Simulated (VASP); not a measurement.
Nb, 1 atom in the cell. Symmetry: Pm-3m, No. 221, cubic system. The conventional cell has a = 2.630 Å, b = 2.630 Å, c = 2.630 Å, α = 90.00°, β = 90.00°, γ = 90.00°. Within 3.5 Å of Nb (site symmetry m-3m) lie 6 Nb at 2.63 Å.  This cell differs from its parent crystal: volume scaled by 0.96.

```yaml
Program: VASP 6.6.1
Task: single point
Functional: LDA
Potentials_or_basis: VASP PAW LDA potentials, release 64 (Nb_sv)
Cutoff: 520 eV
k_mesh: 13 × 13 × 13
Occupations: fermi-dirac, width 0.1 eV
Spin: no spin polarisation
Dipole_correction: no
Further_INCAR_settings: ALGO = Normal; EDIFF = 1e-06; NBANDS = 12
```

Potentials or basis: VASP PAW LDA potentials, release 64 (Nb_sv).

Command:

```bash
$ cat potpaw_LDA.64/Nb_sv/POTCAR > POTCAR
$ mpirun -np 1 vasp_std > vasp.out
```

Hardware: 1 thread of Intel(R) Xeon(R) Platinum 8259CL CPU @ 2.50GHz (Skylake/Cascade Lake) (shared host).

**Question.** How long does it take, and how much memory?

**Answer.** It took 11 s on 1 thread of Intel(R) Xeon(R) Platinum 8259CL CPU @ 2.50GHz (Skylake/Cascade Lake), with other jobs on the host, peak memory 0.13 GiB. Counts: scf iterations 12, k points 84.
